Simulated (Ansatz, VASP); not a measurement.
**One calculation of SnO2, two programs**

```
Sn O
1.0
    -5.06910    5.06910    5.06910
     5.06910   -5.06910    5.06910
     5.06910    5.06910   -5.06910
Sn O
6 12
Direct
  0.75000 0.25000 0.50000
  0.25000 0.75000 0.50000
  0.50000 0.25000 0.75000
  0.75000 0.50000 0.25000
  0.50000 0.75000 0.25000
  0.25000 0.50000 0.75000
  0.71738 0.28256 0.71738
  0.71744 0.43482 0.43482
  0.56518 0.00000 0.28262
  0.00000 0.28262 0.56518
  0.28262 0.00000 0.56518
  0.00000 0.56518 0.28262
  0.43482 0.71744 0.43482
  0.28256 0.71738 0.71738
  0.56518 0.28262 0.00000
  0.43482 0.43482 0.71744
  0.71738 0.71738 0.28256
  0.28262 0.56518 0.00000
```

Alike in both runs: task relaxation of cell and atoms; functional PBE; k mesh 4 × 4 × 4; occupations gaussian, width 0.1 eV; no spin polarisation.

|  | VASP | Ansatz |
| --- | --- | --- |
| version | VASP 6.6.1 | Ansatz 0.2.0 |
| potentials or method | VASP PAW PBE potentials, release 64 (Sn_d, O), cutoff 600 eV | scalar-relativistic, plane waves, PAW |
| valence electrons in the cell | 156 | 156 |

|  | VASP | Ansatz | Ansatz less VASP |
| --- | --- | --- | --- |
| gap on the k mesh at the Fermi level, each at its own relaxed structure (eV) | 2.33 | 2.35 | +0.022 |
| relaxed volume (Å³/atom) | 28.95 | 28.95 | 0.000 |
| relaxed length of the cell vector where the two differ most in proportion (Å) | 8.780 | 8.780 | 0.0000 |

Noted on VASP's run: the relaxation stopped at its first step, so nothing moved.
